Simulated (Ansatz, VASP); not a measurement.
# InSb: VASP beside Ansatz

```xyz
2
Lattice="0.0000 3.1289 3.1289 3.1289 0.0000 3.1289 3.1289 3.1289 0.0000" Properties=species:S:1:pos:R:3 pbc="T T T"
In    0.0000    0.0000    0.0000
Sb    3.1289    3.1289    3.1289
```

Alike in both runs: task single point; functional PBE; k mesh 14 × 14 × 14; occupations gaussian, width 0.15 eV; no spin polarisation.

|  | VASP | Ansatz |
| --- | --- | --- |
| version | VASP 6.6.1 | Ansatz 0.2.0 |
| potentials or method | VASP PAW PBE potentials, release 64 (In_d, Sb), cutoff 520 eV | scalar-relativistic, plane waves, PAW |
| valence electrons in the cell | 18 | 28 |

```csv
,VASP,Ansatz,Ansatz less VASP
gap on the k mesh at the Fermi level (eV),none,none,-
pressure (GPa),-2.2,-2.2,+0.04
```

A gap of «none» marks a metal or a gap that the smearing closes. With one functional, cell and mesh, what is left measures potentials, basis and numerics. VASP's potentials hold 18 valence electrons a cell and Ansatz's 28, so a difference there can come from the potentials and not from the codes.

Spin-orbit coupling is off throughout.
